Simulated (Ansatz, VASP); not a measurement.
Two plane-wave programs on Li2S

```
CELL_PARAMETERS angstrom
0.00000 2.88106 2.88106
2.88106 0.00000 2.88106
2.88106 2.88106 0.00000
ATOMIC_POSITIONS crystal
Li 0.25000 0.25000 0.25000
Li 0.75000 0.75000 0.75000
S 0.00000 0.00000 0.00000
```

Alike in both runs: task single point; functional PBE; k mesh 6 × 6 × 6; no spin polarisation.

```csv
,VASP,Ansatz
version,VASP 6.6.1,Ansatz 0.2.0
potentials or method,"VASP PAW PBE potentials, release 64 (Li_sv, S)","plane waves, PAW"
plane-wave cutoff (eV),750,420
occupations,"gaussian, width 0.01 eV",fixed
valence electrons in the cell,12,12
```

|  | VASP | Ansatz | Ansatz less VASP |
| --- | --- | --- | --- |
| gap on the k mesh at the Fermi level (eV) | 3.41 | 3.41 | +0.001 |
| pressure (GPa) | -1.3 | -1.1 | +0.12 |
